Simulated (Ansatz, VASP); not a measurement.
ZrOs3 in VASP and in Ansatz

```xyz
4
Lattice="3.9966 0.0000 0.0000 0.0000 3.9966 0.0000 0.0000 0.0000 3.9966" Properties=species:S:1:pos:R:3 pbc="T T T"
Zr    0.0000    0.0000    0.0000
Os    1.9983    1.9983    0.0000
Os    0.0000    1.9983    1.9983
Os    1.9983    0.0000    1.9983
```

Alike in both runs: task single point; functional PBE; k mesh 5 × 5 × 5; occupations fermi-dirac, width 0.15 eV; no spin polarisation.

|  | VASP | Ansatz |
| --- | --- | --- |
| version | VASP 6.6.1 | Ansatz 0.2.0 |
| potentials or method | VASP PAW PBE potentials, release 64 (Zr_sv, Os), cutoff 600 eV | plane waves, PAW |
| valence electrons in the cell | 36 | 60 |

```csv
,VASP,Ansatz,Ansatz less VASP
pressure (GPa),-1.7,-1.8,-0.04
```

VASP's potentials hold 36 valence electrons a cell and Ansatz's 60, so a difference there can come from the potentials and not from the codes.

Neither program's run includes spin-orbit coupling.
